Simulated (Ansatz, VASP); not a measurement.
Two plane-wave programs on Ti2Co

```
Ti Co
1.0
     0.00000    3.36500    3.36500
     3.36500    0.00000    3.36500
     3.36500    3.36500    0.00000
Ti Co
4 2
Direct
  0.12500 0.12500 0.12500
  0.62500 0.12500 0.12500
  0.12500 0.12500 0.62500
  0.12500 0.62500 0.12500
  0.50000 0.50000 0.50000
  0.75000 0.75000 0.75000
```

Alike in both runs: task relaxation of cell and atoms; functional PBEsol; k mesh 1 × 1 × 1; occupations gaussian, width 0.1 eV; collinear spin.

|  | VASP | Ansatz |
| --- | --- | --- |
| version | VASP 6.6.1 | Ansatz 0.2.0 |
| potentials or method | VASP PAW PBE potentials, release 64 (Ti_sv, Co_sv), cutoff 690 eV | scalar-relativistic, plane waves, PAW |
| valence electrons in the cell | 82 | 82 |

|  | VASP | Ansatz | Ansatz less VASP |
| --- | --- | --- | --- |
| net moment per atom (μB) | 0.67 | 0.67 | 0.000 |
| size of the moment on the site where the two differ most (μB) | 0.49 | 0.40 | -0.091 |
| relaxed volume (Å³/atom) | 11.33 | 11.35 | +0.024 |
| relaxed length of the cell vector where the two differ most in proportion (Å) | 4.581 | 4.584 | +0.0032 |

VASP's potentials were made for PBE, not for PBEsol. Site moments also hang on the region over which each program counts them.

The k mesh is coarse, so the values compare programs but aren't converged.
